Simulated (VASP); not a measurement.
Ag, 1 atom in the cell. The structure is orthorhombic, space group Fmmm (No. 69). Conventional cell: a = 4.044 Å, b = 4.054 Å, c = 4.065 Å, α = 90.00°, β = 90.00°, γ = 90.00°. Ag (site symmetry mmm) has 12 Ag at 2.86 to 2.87 Å within 3.8 Å.  This cell differs from its parent crystal: strain +0.0025 x Voigt [1, -1, 0, 0, 0, 0].

| Property | Result |
| --- | --- |
| Program | VASP 6.6.1 |
| Task | single point |
| Functional | PBEsol |
| Potentials or basis | VASP PAW PBE potentials, release 64 (Ag) |
| Cutoff | 520 eV |
| k mesh | 26 × 26 × 26 |
| Occupations | gaussian, width 0.15 eV |
| Spin | no spin polarisation |
| Dipole correction | no |
| Further INCAR settings | ALGO = Fast; EDIFF = 1e-06; NBANDS = 12 |

Potentials or basis: VASP PAW PBE potentials, release 64 (Ag).

Launch:

```console
$ cat potpaw_PBE.64/Ag/POTCAR > POTCAR
$ mpirun -np 1 vasp_std > vasp.out
```

Hardware: 1 thread of Intel(R) Xeon(R) Platinum 8259CL CPU @ 2.50GHz (Skylake/Cascade Lake), with other jobs on the host.

Estimate the wall time of this run.

It took 5.1 min on 1 thread of Intel(R) Xeon(R) Platinum 8259CL CPU @ 2.50GHz (Skylake/Cascade Lake) (shared host), peak memory 0.56 GiB. Counts: scf iterations 11, k points 2471.
